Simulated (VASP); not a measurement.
# In2O (antifluorite type) (Fm-3m) in VASP: further runs, part 3 of 3

VASP 6.6.1. The steps go on from the part before.

## (5) Single point, PBE

This run uses another cell than the first one, of 22.84 Å³/atom.

Input file INCAR:

```
SYSTEM = In2O
PREC = Accurate ; ENCUT = 520
EDIFF = 1E-6 ; ISMEAR = -1
SIGMA = 0.06122561905347299 ; LREAL = .FALSE.
LASPH = .TRUE. ; NELM = 60
ALGO = Normal ; ISIF = 2
LWAVE = .FALSE. ; LCHARG = .FALSE.
GGA = PE ; NBANDS = 23
```

Input file KPOINTS:

```
regular mesh
0
G
  10 10 10
  0 0 0
```

Input file POSCAR:

```
In2O
1.0
    0.0000000000      3.2480517618      3.2480517618
    3.2480517618      0.0000000000      3.2480517618
    3.2480517618      3.2480517618      0.0000000000
In O
2 1
Direct
    0.2500000000      0.2500000000      0.2500000000
    0.7500000000      0.7500000000      0.7500000000
    0.0000000000      0.0000000000      0.0000000000
```

Potentials or basis: VASP PAW PBE potentials, release 64 (In_d, O).

The run is started by

```sh
> cat potpaw_PBE.64/In_d/POTCAR potpaw_PBE.64/O/POTCAR > POTCAR
> mpirun -np 1 vasp_std > vasp.out
```

OUTCAR:

```text
SYSTEM = In2O
   PREC = Accurate
   ENCUT = 520
   EDIFF = 1E-6
   ISMEAR = -1
   LREAL = .FALSE.
   LASPH = .TRUE.
   NELM = 60
   ISIF = 2
   GGA = PE

 ion  position               nearest neighbor table
   1  0.250  0.250  0.250-   3 2.81   3 2.81   3 2.81   3 2.81   2 3.25   2 3.25   2 3.25   2 3.25
                             2 3.25   2 3.25
   2  0.750  0.750  0.750-   3 2.81   3 2.81   3 2.81   3 2.81   1 3.25   1 3.25   1 3.25   1 3.25
                             1 3.25   1 3.25
   3  0.000  0.000  0.000-   1 2.81   2 2.81   2 2.81   2 2.81   2 2.81   1 2.81   1 2.81   1 2.81

  LATTYP: Found a face centered cubic cell.
 ALAT       =     6.4961035236

  Lattice vectors:

 A1 = (   0.0000000000,   3.2480517618,   3.2480517618)
 A2 = (   3.2480517618,   0.0000000000,   3.2480517618)
 A3 = (   3.2480517618,   3.2480517618,   0.0000000000)

Analysis of symmetry for initial positions (statically):
=====================================================================
 Subroutine PRICEL returns:
 Original cell was already a primitive cell.

 Routine SETGRP: Setting up the symmetry group for a
 face centered cubic supercell.

 Subroutine GETGRP returns: Found 48 space group operations
 (whereof 48 operations were pure point group operations)
 out of a pool of 48 trial point group operations.

The static configuration has the point symmetry O_h .

Analysis of symmetry for dynamics (positions and initial velocities):
=====================================================================
 Subroutine PRICEL returns:
 Original cell was already a primitive cell.

 Routine SETGRP: Setting up the symmetry group for a
 face centered cubic supercell.

 Subroutine GETGRP returns: Found 48 space group operations
 (whereof 48 operations were pure point group operations)
 out of a pool of 48 trial point group operations.

The dynamic configuration has the point symmetry O_h .

[... 110 lines left out ...]
   PSTRESS=    0.0 pullay stress
   NELECT =      32.0000    total number of electrons
   NUPDOWN=      -1.0000    fix difference up-down
   EMIN   =  10.00;   EMAX   =-10.00  energy-range for DOS
   EFERMI =   0.00;   METHOD = LEGACY
   ISMEAR =    -1;   SIGMA  =   0.06  broadening in eV -4-tet -1-fermi 0-gaus
   EFERMI_NEDOS =   21; number of points for ismear=-14 and -15
   IALGO  =     38    algorithm
   IMIX   =      4    mixing-type and parameters
     AMIX     =   0.40;   BMIX     =  1.00
     AMIX_MAG =   1.60;   BMIX_MAG =  1.00
  volume/ion in A,a.u.               =      22.84       154.16
  Fermi-wavevector in a.u.,A,eV,Ry     =   1.270063  2.400071 21.947009  1.613060
  Thomas-Fermi vector in A             =   2.403070
   LORBIT       =      0    0 simple, 1 ext, 2 COOP (PROOUT), +10 PAW based schemes
   GGA     = PE    functional components
   LHFCALC =     F    Hartree Fock is set to
   AEXX    =    0.0000 exact exchange contribution
   IVDW    =     0    specifies the selected vdW correction
   LEPSILON=     F    determine dielectric tensor
   LRPA    =     F    only Hartree local field effects (RPA)
 non-spin polarized calculation
  energy-cutoff  :      520.00
  volume of cell :       68.53
 maximum number of plane-waves:      1865
 NGX is ok and might be reduce to    36
   NGX = 17   NGY = 17   NGZ = 17

 number of electron      31.9999982 magnetization

 Free energy of the ion-electron system (eV)
  ---------------------------------------------------
  ext. energy  EPLUGINS =         0.00000000
  ---------------------------------------------------
  free energy    TOTEN  =       -10.59932177 eV

  energy without entropy =      -10.58610883  energy(sigma->0) =      -10.59271530

 E-fermi :   5.2994     XC(G=0):  -9.6336

 val. band max:        5.2981906390   @ k =   0.5000   0.0000   0.0000
 cond. band min:       5.3358483111   @ k =   0.5000   0.5000   0.0000
 fundamental gap:      0.0376576721
 Fermi energy:         5.2994477014

 k-point     1 :       0.0000    0.0000    0.0000
  band No.  band energies     occupation
      1     -11.4288      2.00000
      2      -9.2060      2.00000
      3      -9.2060      2.00000
      4      -9.0393      2.00000
      5      -9.0393      2.00000
      6      -9.0393      2.00000
[... 613 lines left out ...]
     22      13.5163      0.00000
     23      14.1869      0.00000

 [... further k-points ...]
[... 5 lines left out ...]
  --------------------------------------------------------------------------------------
  -------------------------------------------------------------------------------------
  Total       -0.6884309     -0.6884309     -0.6884309     -0.0000000      0.0000000     -0.0000000
  in kB      -16.0943018    -16.0943018    -16.0943018     -0.0000000      0.0000000     -0.0000000
  external PRESSURE =     -16.0943018 kB  Pullay stress =       0.0000000 kB

 VOLUME and BASIS-vectors are now :
 -----------------------------------------------------------------------------
  energy-cutoff  :      520.00
  volume of cell :       68.53
      direct lattice vectors                 reciprocal lattice vectors
     0.000000000  3.248051762  3.248051762    -0.153938433  0.153938433  0.153938433
     3.248051762  0.000000000  3.248051762     0.153938433 -0.153938433  0.153938433
     3.248051762  3.248051762  0.000000000     0.153938433  0.153938433 -0.153938433

 POSITION                                       TOTAL-FORCE (eV/Angst)
 -----------------------------------------------------------------------------------
      1.62403      1.62403      1.62403         0.000000     -0.000000      0.000000
      4.87208      4.87208      4.87208        -0.000000      0.000000     -0.000000
      0.00000      0.00000      0.00000         0.000000      0.000000     -0.000000
 -----------------------------------------------------------------------------------
    total drift:                                0.000000      0.000000      0.000000

  FREE ENERGIE OF THE ION-ELECTRON SYSTEM (eV)
  ---------------------------------------------------
  free  energy   TOTEN  =       -10.5993217749 eV

  energy  without entropy=      -10.5861088257  energy(sigma->0) =      -10.59271530
```

OSZICAR:

```text
N       E                     dE             d eps       ncg     rms          rms(c)
DAV:   1     0.273310050647E+03    0.27331E+03   -0.15245E+04  2177   0.183E+03
DAV:   2     0.185458223196E+02   -0.25476E+03   -0.24115E+03  2225   0.411E+02
DAV:   3    -0.123733284989E+02   -0.30919E+02   -0.28933E+02  2808   0.143E+02
[... 13 lines left out ...]
DAV:  17    -0.105993562907E+02    0.33420E-03   -0.48617E-04  2414   0.123E-01    0.934E-02
DAV:  18    -0.105993214643E+02    0.34826E-04   -0.10613E-04  2981   0.556E-02    0.198E-02
DAV:  19    -0.105993227620E+02   -0.12977E-05   -0.20372E-06  1893   0.900E-03    0.175E-02
DAV:  20    -0.105993215594E+02    0.12026E-05   -0.37798E-06  2338   0.109E-02    0.316E-03
DAV:  21    -0.105993217749E+02   -0.21550E-06   -0.13080E-07  1137   0.243E-03
   1 F= -.10599322E+02 E0= -.10592715E+02  d E =-.132129E-01
```

stdout:

```text
POSCAR found type information on POSCAR InO
 POSCAR found :  2 types and       3 ions
 scaLAPACK will be used
 LDA part: xc-table for (Slater+PW92), standard interpolation
 POSCAR, INCAR and KPOINTS ok, starting setup
 FFT: planning ... GRIDC
 FFT: planning ... GRID_SOFT
 FFT: planning ... GRID
 WAVECAR not read
 entering main loop
```

It took 2.6 min on 1 thread of Intel Xeon 8259CL, shared host; peak memory 0.24 GiB.

Results:

| Property | Result |
| --- | --- |
| Free energy | -10.5993 eV |
| Pressure | -1.6 GPa |
| Band gap on the k mesh | zero (bands 16 and 17 overlap by 1.46 eV) |

Caveat: spin-orbit coupling is left out, which moves the levels of the heavy elements.
